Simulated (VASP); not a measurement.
# Ge (I4_1/amd) in VASP: notebook, part 2 of 2

VASP 6.6.1. The steps go on from the part before.

**4. Single point, PBE**

This run uses another cell than the first one, of the same volume but with other edges.

Input file INCAR:

```
PREC = Accurate
ENCUT = 520
EDIFF = 1E-7
ISMEAR = 0
SIGMA = 0.15
LREAL = F
LASPH = T
NELM = 60
ALGO = Normal
ISIF = 2
LWAVE = F
LCHARG = T
GGA = PE
LELF = T
LVHAR = T
NBANDS = 21
```

Input file KPOINTS:

```
regular mesh
0
Gamma
  16 16 16
```

Input file POSCAR:

```
Ge
1.0
    0.0000000000      2.7403123994      3.0143436393
    2.7403123994      0.0000000000      3.0143436393
    2.7403123994      2.7403123994      0.0000000000
Ge
2
Direct
    0.5000000000      0.5000000000      0.5000000000
    0.7500000000      0.7500000000      0.7500000000
```

Potentials or basis: VASP PAW PBE potentials, release 64 (Ge_d).

Launch:

```console
$ cat potpaw_PBE.64/Ge_d/POTCAR > POTCAR
$ mpirun -np 1 vasp_std > vasp.out
```

OUTCAR:

```text
PREC = Accurate
   ENCUT = 520
   EDIFF = 1E-7
   ISMEAR = 0
   LREAL = F
   LASPH = T
   NELM = 60
   ISIF = 2
   GGA = PE

 ion  position               nearest neighbor table
   1  0.500  0.500  0.500-   2 2.45   2 2.45   2 2.45   2 2.45
   2  0.750  0.750  0.750-   1 2.45   1 2.45   1 2.45   1 2.45

  LATTYP: Found a body centered tetragonal cell.
 ALAT       =     3.8753869604
 C/A-ratio  =     1.5556349186

  Lattice vectors:

[... 762 lines left out ...]

 [... further k-points ...]

------------------------ aborting loop because EDIFF is reached ----------------------------------------

  FORCE on cell =-STRESS in cart. coord.  units (eV):
  Direction    XX          YY          ZZ          XY          YZ          ZX
  --------------------------------------------------------------------------------------
  -------------------------------------------------------------------------------------
  Total        1.7493750      1.7493750     -0.4159275      0.0000000      0.0000000      0.0000000
  in kB       61.9113966     61.9113966    -14.7199161      0.0000000      0.0000000      0.0000000
  external PRESSURE =      36.3676257 kB  Pullay stress =       0.0000000 kB

 VOLUME and BASIS-vectors are now :
 -----------------------------------------------------------------------------
  energy-cutoff  :      520.00
  volume of cell :       45.27
      direct lattice vectors                 reciprocal lattice vectors
     0.000000000  2.740312399  3.014343639    -0.182460949  0.182460949  0.165873590
     2.740312399  0.000000000  3.014343639     0.182460949 -0.182460949  0.165873590
     2.740312399  2.740312399  0.000000000     0.182460949  0.182460949 -0.165873590

 POSITION                                       TOTAL-FORCE (eV/Angst)
 -----------------------------------------------------------------------------------
      2.74031      2.74031      3.01434         0.000000      0.000000      0.000000
      4.11047      4.11047      4.52152        -0.000000     -0.000000     -0.000000
 -----------------------------------------------------------------------------------
    total drift:                                0.000000     -0.000000      0.000000

  FREE ENERGIE OF THE ION-ELECTRON SYSTEM (eV)
  ---------------------------------------------------
  free  energy   TOTEN  =        -8.9434458750 eV

  energy  without entropy=       -8.9425244651  energy(sigma->0) =       -8.94298517
```

Run time: 2.8 min. Hardware: 1 thread of AMD EPYC 9R45 (Zen 5), shared host; peak memory 0.33 GiB.

Results:

| Item | Value |
| --- | --- |
| Free energy | -8.9434 eV |
| Pressure | 3.6 GPa |
| Band gap on the k mesh | zero (bands 14 and 15 overlap by 0.26 eV) |

Levels at points of the mesh, in eV from the Fermi level:
```
           k point  band 12  band 13  band 14  band 15  band 16  band 17
(0.00, 0.00, 0.00)    -0.67    -0.19     0.14     0.14     2.32     2.32
(0.50, 0.00, 0.00)    -7.72    -1.97    -1.07    -0.12     3.53     3.92
(0.50, 0.50, 0.00)    -9.32    -2.73    -2.73     1.16     1.16     9.27
(0.50, 0.00, 0.50)    -8.84    -3.39    -3.39     0.38     0.38     8.91
```

Caveat: the stress differs along the axes, from -1 to 6 GPa; semilocal functionals underestimate gaps, and a narrow one can read as zero.

**5. Single point, PBE**

This run uses another cell than the first one, of the same volume but with other edges.

Input file INCAR:

```
SYSTEM = Ge
ALGO = Normal
EDIFF = 1E-7
ENCUT = 520
GGA = PE
ISIF = 2
ISMEAR = 0
LASPH = .True.
LCHARG = .True.
LELF = .True.
LREAL = .False.
LVHAR = .True.
LWAVE = .False.
NBANDS = 21
NELM = 60
PREC = Accurate
SIGMA = 0.15
```

Input file KPOINTS:

```
k-points
0
Gamma
  16 16 16
  0 0 0
```

Input file POSCAR:

```
Ge
1.0
    0.0000000000      3.2655764241      2.1226246756
    3.2655764241      0.0000000000      2.1226246756
    3.2655764241      3.2655764241      0.0000000000
Ge
2
Direct
    0.5000000000      0.5000000000      0.5000000000
    0.7500000000      0.7500000000      0.7500000000
```

Launch:

```console
$ cat potpaw_PBE.64/Ge_d/POTCAR > POTCAR
$ mpirun -np 1 vasp_std > vasp.out
```

Run time: 2.7 min. Hardware: 1 thread of AMD EPYC 9R45 (Zen 5), shared host; peak memory 0.34 GiB.

The run converged. Its results:

* Free energy: -8.5073 eV
* Pressure: -0.1 GPa
* Band gap on the k mesh: zero (bands 14 and 15 overlap by 2.70 eV)

Stress tensor (GPa, compression positive):
```
-2.21  0.00  0.00
 0.00 -2.21  0.00
 0.00  0.00  4.26
```

Levels at points of the mesh, in eV from the Fermi level:
```
           k point  band 12  band 13  band 14  band 15  band 16  band 17
(0.00, 0.00, 0.00)    -0.77    -0.43    -0.43     2.05     2.58     4.63
(0.50, 0.00, 0.00)    -7.04    -2.13    -1.04    -0.18     2.96     5.00
(0.50, 0.50, 0.00)    -7.36    -4.13    -4.13     0.02     0.02     9.91
(0.50, 0.00, 0.50)    -8.95    -0.92    -0.92     2.66     2.66     6.07
```

Caveat: the stress differs along the axes, from -2 to 4 GPa.

**6. Single point, PBE**

This run uses another cell than the first one, of the same volume but with other edges.

Input file INCAR:

```
SYSTEM = Ge
ALGO = Normal
EDIFF = 1E-6
ENCUT = 520
GGA = PE
ISIF = 2
ISMEAR = 0
LASPH = .True.
LCHARG = .False.
LREAL = .False.
LWAVE = .False.
NBANDS = 21
NELM = 100
PREC = Accurate
SIGMA = 0.15
```

KPOINTS is that of step 5.

Input file POSCAR:

```
Ge
1.0
    0.0000000000      2.4711582112      3.7067373168
    2.4711582112      0.0000000000      3.7067373168
    2.4711582112      2.4711582112      0.0000000000
Ge
2
Direct
    0.5000000000      0.5000000000      0.5000000000
    0.7500000000      0.7500000000      0.7500000000
```

Potentials or basis: VASP PAW PBE potentials, release 64 (Ge_d).

Launch:

```console
$ cat potpaw_PBE.64/Ge_d/POTCAR > POTCAR
$ mpirun -np 1 vasp_std > vasp.out
```

OUTCAR:

```text
SYSTEM = Ge
   EDIFF = 1E-6
   ENCUT = 520
   GGA = PE
   ISIF = 2
   ISMEAR = 0
   LASPH = .True.
   LREAL = .False.
   NELM = 100
   PREC = Accurate

 ion  position               nearest neighbor table
   1  0.500  0.500  0.500-   2 2.55   2 2.55   2 2.55   2 2.55
   2  0.750  0.750  0.750-   1 2.55   1 2.55   1 2.55   1 2.55

  LATTYP: Found a body centered tetragonal cell.
 ALAT       =     3.4947454570
 C/A-ratio  =     2.1213203436

  Lattice vectors:

 A1 = (  -2.4711582112,   0.0000000000,   3.7067373168)
 A2 = (   2.4711582112,   0.0000000000,   3.7067373168)
 A3 = (   0.0000000000,   2.4711582112,  -3.7067373168)

Analysis of symmetry for initial positions (statically):
=====================================================================
 Subroutine PRICEL returns:
 Original cell was already a primitive cell.

 Routine SETGRP: Setting up the symmetry group for a
 body centered tetragonal supercell.

 Subroutine GETGRP returns: Found 16 space group operations
 (whereof  8 operations were pure point group operations)
 out of a pool of 16 trial point group operations.

The static configuration has the point symmetry D_2d.
 The point group associated with its full space group is D_4h.

Analysis of symmetry for dynamics (positions and initial velocities):
=====================================================================
 Subroutine PRICEL returns:
 Original cell was already a primitive cell.

 Routine SETGRP: Setting up the symmetry group for a
 body centered tetragonal supercell.

 Subroutine GETGRP returns: Found 16 space group operations
 (whereof  8 operations were pure point group operations)
 out of a pool of 16 trial point group operations.

The dynamic configuration has the point symmetry D_2d.
 The point group associated with its full space group is D_4h.

 Subroutine INISYM returns: Found 16 space group operations
 (whereof  8 operations are pure point group operations),
 and found     1 'primitive' translations

----------------------------------------------------------------------------------------
[... 112 lines left out ...]
     AMIX     =   0.40;   BMIX     =  1.00
     AMIX_MAG =   1.60;   BMIX_MAG =  1.00
  volume/ion in A,a.u.               =      22.64       152.75
  Fermi-wavevector in a.u.,A,eV,Ry     =   1.394825  2.635838 26.470653  1.945538
  Thomas-Fermi vector in A             =   2.518337
   LORBIT       =      0    0 simple, 1 ext, 2 COOP (PROOUT), +10 PAW based schemes
   GGA     = PE    functional components
   LHFCALC =     F    Hartree Fock is set to
   AEXX    =    0.0000 exact exchange contribution
   IVDW    =     0    specifies the selected vdW correction
   LEPSILON=     F    determine dielectric tensor
   LRPA    =     F    only Hartree local field effects (RPA)
 non-spin polarized calculation
 Gauss-broadening in eV      SIGMA  =   0.15
  energy-cutoff  :      520.00
  volume of cell :       45.27
 maximum number of plane-waves:      1246
 NGX is ok and might be reduce to    36

 number of electron      27.9999997 magnetization

 Free energy of the ion-electron system (eV)
  ---------------------------------------------------
  ext. energy  EPLUGINS =         0.00000000
  ---------------------------------------------------
  free energy    TOTEN  =        -8.12137026 eV

  energy without entropy =       -8.10314762  energy(sigma->0) =       -8.11225894

 E-fermi :   5.0205     XC(G=0): -10.1314

 val. band max:        5.0194832264   @ k =  -0.4375   0.0625   0.5000
 cond. band min:       5.0221719608   @ k =  -0.3125   0.0625   0.3750
 fundamental gap:      0.0026887344
 Fermi energy:         5.0205295275

 k-point     1 :       0.0000    0.0000    0.0000
  band No.  band energies     occupation
      1     -19.8629      2.00000
      2     -19.8629      2.00000
      3     -19.8314      2.00000
      4     -19.8184      2.00000
      5     -19.8164      2.00000
      6     -19.7628      2.00000
[... 565 lines left out ...]
     20      12.5983      0.00000
     21      13.8625      0.00000

 [... further k-points ...]

------------------------ aborting loop because EDIFF is reached ----------------------------------------

  FORCE on cell =-STRESS in cart. coord.  units (eV):
  Direction    XX          YY          ZZ          XY          YZ          ZX
  --------------------------------------------------------------------------------------
  -------------------------------------------------------------------------------------
  Total        1.6288279      1.6288279     -0.6688361      0.0000000      0.0000000     -0.0000000
  in kB       57.6451643     57.6451643    -23.6704977      0.0000000      0.0000000     -0.0000000
  external PRESSURE =      30.5399436 kB  Pullay stress =       0.0000000 kB

 VOLUME and BASIS-vectors are now :
 -----------------------------------------------------------------------------
  energy-cutoff  :      520.00
  volume of cell :       45.27
      direct lattice vectors                 reciprocal lattice vectors
     0.000000000  2.471158211  3.706737317    -0.202334273  0.202334273  0.134889515
     2.471158211  0.000000000  3.706737317     0.202334273 -0.202334273  0.134889515
     2.471158211  2.471158211  0.000000000     0.202334273  0.202334273 -0.134889515

 POSITION                                       TOTAL-FORCE (eV/Angst)
 -----------------------------------------------------------------------------------
      2.47116      2.47116      3.70674         0.000000      0.000000      0.000000
      3.70674      3.70674      5.56011        -0.000000     -0.000000     -0.000000
 -----------------------------------------------------------------------------------
    total drift:                                0.000000      0.000000      0.000000

  FREE ENERGIE OF THE ION-ELECTRON SYSTEM (eV)
  ---------------------------------------------------
  free  energy   TOTEN  =        -8.1213702577 eV

  energy  without entropy=       -8.1031476155  energy(sigma->0) =       -8.11225894
```

OSZICAR:

```text
N       E                     dE             d eps       ncg     rms          rms(c)
DAV:   1     0.190341916612E+03    0.19034E+03   -0.14572E+04 16393   0.364E+03
DAV:   2     0.194373547629E+02   -0.17090E+03   -0.16575E+03 14753   0.615E+02
DAV:   3    -0.726323685991E+01   -0.26701E+02   -0.26465E+02 16756   0.142E+02
DAV:   4    -0.815783222915E+01   -0.89460E+00   -0.89391E+00 16543   0.303E+01
DAV:   5    -0.817265098431E+01   -0.14819E-01   -0.14818E-01 16621   0.437E+00    0.236E+00
DAV:   6    -0.813937703708E+01    0.33274E-01   -0.14184E-02 21384   0.191E+00    0.136E+00
DAV:   7    -0.812080736656E+01    0.18570E-01   -0.24993E-02 19742   0.225E+00    0.873E-02
DAV:   8    -0.812131973848E+01   -0.51237E-03   -0.53706E-03 15739   0.982E-01    0.458E-02
DAV:   9    -0.812136792623E+01   -0.48188E-04   -0.10676E-04 17975   0.113E-01    0.172E-02
DAV:  10    -0.812136979713E+01   -0.18709E-05   -0.17745E-05 19600   0.703E-02    0.482E-03
DAV:  11    -0.812137025768E+01   -0.46055E-06   -0.10310E-06 11870   0.121E-02
   1 F= -.81213703E+01 E0= -.81122589E+01  d E =-.182226E-01
```

stdout:

```text
POSCAR found type information on POSCAR Ge
 POSCAR found :  1 types and       2 ions
 scaLAPACK will be used
 LDA part: xc-table for (Slater+PW92), standard interpolation
 POSCAR, INCAR and KPOINTS ok, starting setup
 FFT: planning ... GRIDC
 FFT: planning ... GRID_SOFT
 FFT: planning ... GRID
 WAVECAR not read
 entering main loop
```

Run time: 2.8 min. Hardware: 1 thread of AMD EPYC 9R45 (Zen 5), shared host; peak memory 0.35 GiB.

What came out:

```yaml
Free_energy: -8.1214 eV
Pressure: 3.1 GPa
Band_gap_on_the_k_mesh: zero (bands 14 and 15 overlap by 2.03 eV)
```

Caveat: the stress differs along the axes, from -2 to 6 GPa.

**7. Summary**

| cell | gap on the mesh (eV) | pressure (GPa) |
| --- | --- | --- |
| a = 4.251, b = 4.251, c = 3.665 Å, angles 64.5, 64.5, 51.1°, 2 atoms | none | 4.0 |
| a = 3.952, b = 3.952, c = 4.113 Å, angles 58.6, 58.6, 62.7°, 2 atoms | none | 3.5 |
| a = 4.074, b = 4.074, c = 3.875 Å, angles 61.6, 61.6, 56.8°, 2 atoms | none | 3.6 |
| a = 3.895, b = 3.895, c = 4.618 Å, angles 53.6, 53.6, 72.7°, 2 atoms | none | -0.1 |
| a = 4.455, b = 4.455, c = 3.495 Å, angles 66.9, 66.9, 46.2°, 2 atoms | none | 3.1 |

Alike in all rows: task single point; level PBE; potentials or basis VASP PAW PBE potentials, release 64 (Ge_d); no spin polarisation; k mesh 16 × 16 × 16; cutoff (eV) 520; smearing gaussian 0.15 eV.

Caveats: semilocal functionals underestimate gaps, and a narrow one can read as zero (at least some runs); the stress differs along the axes, from -8 to 10 GPa (at least some runs); the cell stands under pressure (at least some runs); the stress differs along the axes, from -1 to 6 GPa (at least some runs); the stress differs along the axes, from -2 to 4 GPa (at least some runs); the stress differs along the axes, from -2 to 6 GPa (at least some runs).

Absolute energies hang on the potentials; compare differences alone.

The gap in the log of VASP goes by the Fermi energy; the results here count the filled bands.